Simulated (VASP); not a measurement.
# Sb (Fm-3m) in VASP: notebook

The runs below take Sb through vibrations by perturbation theory, elastic constants, density of states, with PBEsol.

Everything below comes from runs of VASP 6.6.1. Logs are shortened: lines on timing, memory, paths and dates and some standing lists are left out, and cuts for length are marked.

### 1 The cell of the first run

The structure is cubic, space group Fm-3m (No. 225). Conventional cell: a = 4.742 Å, b = 4.742 Å, c = 4.742 Å, α = 90.00°, β = 90.00°, γ = 90.00°. Within 4.4 Å of Sb (site symmetry m-3m) lie 12 Sb at 3.35 Å.

### 2 Vibrations by perturbation theory, PBEsol

INCAR

```
SYSTEM = Sb
ALGO = Normal
EDIFF = 1E-8
ENCUT = 520
GGA = PS
IBRION = 8
ISIF = 2
ISMEAR = -1
LASPH = .TRUE.
LCHARG = .FALSE.
LREAL = .FALSE.
LWAVE = .FALSE.
NELM = 100
NSW = 1
PREC = Accurate
SIGMA = 0.05
```

KPOINTS

```
k-points
0
G
  8 8 8
  0 0 0
```

POSCAR

```
Sb
1.0
    0.0000000000      2.3712425216      2.3712425216
    2.3712425216      0.0000000000      2.3712425216
    2.3712425216      2.3712425216      0.0000000000
Sb
1
Direct
    0.0000000000      0.0000000000      0.0000000000
```

Potentials or basis: VASP PAW PBE potentials, release 64 (Sb).

Started as:

```console
$ cat potpaw_PBE.64/Sb/POTCAR > POTCAR
$ mpirun -np 1 vasp_std > vasp.out
```

OUTCAR:

```text
SYSTEM = Sb
   EDIFF = 1E-8
   ENCUT = 520
   GGA = PS
   IBRION = 8
   ISIF = 2
   ISMEAR = -1
   LASPH = .TRUE.
   LREAL = .FALSE.
   NELM = 100
   NSW = 1
   PREC = Accurate

 ion  position               nearest neighbor table
   1  0.000  0.000  0.000-

  LATTYP: Found a face centered cubic cell.
 ALAT       =     4.7424850432

  Lattice vectors:

 A1 = (   0.0000000000,   2.3712425216,   2.3712425216)
 A2 = (   2.3712425216,   0.0000000000,   2.3712425216)
 A3 = (   2.3712425216,   2.3712425216,   0.0000000000)

Analysis of symmetry for initial positions (statically):
=====================================================================
 Subroutine PRICEL returns:
 Original cell was already a primitive cell.

 Routine SETGRP: Setting up the symmetry group for a
 face centered cubic supercell.

 Subroutine GETGRP returns: Found 48 space group operations
[... 9 lines left out ...]

 Routine SETGRP: Setting up the symmetry group for a
 face centered cubic supercell.

 Subroutine GETGRP returns: Found 48 space group operations
[... 11 lines left out ...]
                                     Primitive cell

  volume of cell :      26.6660

  direct lattice vectors                    reciprocal lattice vectors
     0.000000000  2.371242522  2.371242522    -0.210859916  0.210859916  0.210859916
     2.371242522  0.000000000  2.371242522     0.210859916 -0.210859916  0.210859916
     2.371242522  2.371242522  0.000000000     0.210859916  0.210859916 -0.210859916

  length of vectors
     3.353443334  3.353443334  3.353443334     0.365220089  0.365220089  0.365220089

  position of ions in fractional coordinates (direct lattice)
     0.000000000  0.000000000  0.000000000

  ion indices of the primitive-cell ions
   primitive index   ion index
                 1           1

----------------------------------------------------------------------------------------

 KPOINTS: k-points

Automatic generation of k-mesh.
[... 330 lines left out ...]
 k-point    24 :      -0.3750    0.2500    0.1250
  band No.  band energies     occupation
      1       0.0143      2.00000
      2       3.4702      2.00000
      3       8.1970      1.94478
      4       9.9820      0.00000
      5      16.1400      0.00000
      6      17.9073      0.00000

 [... further k-points ...]
[... 5 lines left out ...]
  --------------------------------------------------------------------------------------
  -------------------------------------------------------------------------------------
  Total       -0.0973299     -0.0973299     -0.0973299      0.0000000     -0.0000000     -0.0000000
  in kB       -5.8478891     -5.8478891     -5.8478891      0.0000000     -0.0000000     -0.0000000
  external PRESSURE =      -5.8478891 kB  Pullay stress =       0.0000000 kB

 VOLUME and BASIS-vectors are now :
 -----------------------------------------------------------------------------
  energy-cutoff  :      520.00
  volume of cell :       26.67
      direct lattice vectors                 reciprocal lattice vectors
     0.000000000  2.371242522  2.371242522    -0.210859916  0.210859916  0.210859916
     2.371242522  0.000000000  2.371242522     0.210859916 -0.210859916  0.210859916
     2.371242522  2.371242522  0.000000000     0.210859916  0.210859916 -0.210859916

 POSITION                                       TOTAL-FORCE (eV/Angst)
 -----------------------------------------------------------------------------------
      0.00000      0.00000      0.00000        -0.000000      0.000000      0.000000
 -----------------------------------------------------------------------------------
    total drift:                                0.000000      0.000000      0.000000

  FREE ENERGIE OF THE ION-ELECTRON SYSTEM (eV)
  ---------------------------------------------------
  free  energy   TOTEN  =        -4.2886728345 eV

  energy  without entropy=       -4.2790387902  energy(sigma->0) =       -4.28385581

[... ionic steps 2 to 3 ...]

--------------------------------------- Ionic step        4  -------------------------------------------

 Free energy of the ion-electron system (eV)
  ---------------------------------------------------
  ---------------------------------------------------
  free energy    TOTEN  =        -0.01531729 eV

  energy without entropy =       -0.01531729

------------------------ aborting loop because EDIFF is reached ----------------------------------------

 INTERNAL STRAIN TENSOR  FOR ION    1  DIRECTION 1   (eV/Angst):
 -----------------------------------------------------------------------------
    -0.02548  0.00000  0.00000
    -0.00000  0.01155 -0.00000
     0.00000 -0.00000  0.01155

 INTERNAL STRAIN TENSOR FOR ION    1 for displacements in x,y,z  (eV/Angst):
          X           Y           Z          XY          YZ          ZX
  --------------------------------------------------------------------------------
  x     0.00000     0.00000     0.00000     0.00000     0.00000     0.00000
  y     0.00000     0.00000     0.00000     0.00000     0.00000     0.00000
  z     0.00000     0.00000     0.00000     0.00000     0.00000     0.00000

 SECOND DERIVATIVES (NOT SYMMETRIZED)
 ------------------------------------
               1X          1Y          1Z
  1X    -0.000646    0.000000    0.000000
  1Y     0.000000   -0.000646    0.000000
  1Z     0.000000    0.000000   -0.000646

 Eigenvectors and eigenvalues of the dynamical matrix
 ----------------------------------------------------

   1 f  =    0.036006 THz     0.226234 2PiTHz    1.201039 cm-1     0.148910 meV
             X         Y         Z           dx          dy          dz
      0.000000  0.000000  0.000000     1.000000    0.000000    0.000000

   2 f  =    0.036006 THz     0.226234 2PiTHz    1.201039 cm-1     0.148910 meV
             X         Y         Z           dx          dy          dz
      0.000000  0.000000  0.000000     0.000000    1.000000    0.000000

   3 f  =    0.036006 THz     0.226234 2PiTHz    1.201039 cm-1     0.148910 meV
             X         Y         Z           dx          dy          dz
      0.000000  0.000000  0.000000     0.000000    0.000000    1.000000

--------------------------------------------------------------------------------------------------------

 ELASTIC MODULI CONTR FROM IONIC RELAXATION (kBar)
 Direction    XX          YY          ZZ          XY          YZ          ZX
 --------------------------------------------------------------------------------
 XX           0.0000      0.0000      0.0000      0.0000      0.0000      0.0000
 YY           0.0000      0.0000      0.0000      0.0000      0.0000      0.0000
 ZZ           0.0000      0.0000      0.0000      0.0000      0.0000      0.0000
 XY           0.0000      0.0000      0.0000      0.0000      0.0000      0.0000
 YZ           0.0000      0.0000      0.0000      0.0000      0.0000      0.0000
 ZX           0.0000      0.0000      0.0000      0.0000      0.0000      0.0000
 --------------------------------------------------------------------------------
```

Run time: 49 s. Hardware: 1 thread of Intel Xeon 8259CL, shared host; peak memory 0.18 GiB.

Caveat: the PAW data sets were made with another functional, which shifts forces and pressure a little; spin-orbit coupling is left out, which moves the levels of the heavy elements.

(Part 1 of 2 ends here.)
